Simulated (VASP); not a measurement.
Set up this calculation in VASP 6.6.1, as the native input.

```
Task                   : single point
Functional             : PBEsol
Potentials or basis    : VASP PAW PBE potentials, release 64 (Os)
Cutoff                 : 520 eV
k mesh                 : 20 × 20 × 20
Occupations            : gaussian, width 0.15 eV
Spin                   : no spin polarisation
Dipole correction      : no
Further INCAR settings : ALGO = Normal; EDIFF = 1e-07; NBANDS = 10
```

The structure of Os lies in POSCAR:

```
Os
1.0
    0.0000000000      1.9450000000      1.9450000000
    1.9936250000      0.0000000000      1.9450000000
    1.9936250000      1.9450000000      0.0000000000
Os
1
Direct
    0.0000000000      0.0000000000      0.0000000000
```

This cell differs from its parent crystal: strain +0.0250 x Voigt [1, 0, 0, 0, 0, 0].

These files were run (other wordings do the same):

INCAR

```
SYSTEM = Os
PREC     = Accurate       ! precision mode
ENCUT    = 520            ! plane-wave cutoff, eV
EDIFF    = 1E-7           ! SCF threshold, eV
ISMEAR   = 0              ! smearing method
SIGMA    = 0.15           ! smearing width, eV
LREAL    = .False.        ! projectors in reciprocal space
LASPH    = .True.         ! aspherical terms in the spheres
NELM     = 100            ! most SCF steps
ALGO     = Normal         ! electronic algorithm
ISIF     = 2              ! what is computed and relaxed
LWAVE    = .False.        ! write WAVECAR
LCHARG   = .False.        ! write CHGCAR
GGA      = PS             ! functional
NBANDS   = 10             ! bands
```

KPOINTS

```
Automatic mesh
0
Gamma
  20 20 20
  0 0 0
```

Potentials or basis: VASP PAW PBE potentials, release 64 (Os).

Command:

```console
$ cat potpaw_PBE.64/Os/POTCAR > POTCAR
$ mpirun -np 1 vasp_std > vasp.out
```

Results of the run:

```
Pressure               : -27.7 GPa
Band gap on the k mesh : zero (band 4 reaches 10.44 eV, above the bottom of band 5 at 6.72 eV)
```

Caveat: the cell differs from its parent crystal (strain +0.0250 x Voigt [1, 0, 0, 0, 0, 0]); the PAW data sets were made with another functional, which shifts forces and pressure a little; spin-orbit coupling is left out, which moves the levels of the heavy elements.

Run time: 60 s on 1 thread of Intel(R) Xeon(R) Platinum 8488C (Sapphire Rapids), with other jobs on the host, peak memory 0.22 GiB.
